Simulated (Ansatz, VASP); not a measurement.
## LiBr in VASP and in Ansatz

```
Li Br
1.0
     0.00000    2.44599    2.44599
     2.44599    0.00000    2.44599
     2.44599    2.44599    0.00000
Li Br
1 1
Direct
  0.00000 0.00000 0.00000
  0.50000 0.50000 0.50000
```

Alike in both runs: task single point; functional PBEsol; k mesh 13 × 13 × 13; occupations tetrahedron; no spin polarisation.

|  | VASP | Ansatz |
| --- | --- | --- |
| version | VASP 6.6.1 | Ansatz 0.2.0 |
| potentials or method | VASP PAW PBE potentials, release 64 (Li_sv, Br), cutoff 750 eV | all-electron LAPW, scalar-relativistic |

|  | VASP | Ansatz | Ansatz less VASP |
| --- | --- | --- | --- |
| gap on the k mesh at the Fermi level (eV) | 5.57 | 5.58 | +0.009 |
| pressure (GPa) | 17.0 | 16.9 | -0.13 |

VASP's potentials were made for PBE, not for PBEsol. Ansatz ran all-electron here, and VASP with PAW potentials. Ansatz's warnings: band table not solved further, tetrahedron derivatives may miss energy slope.
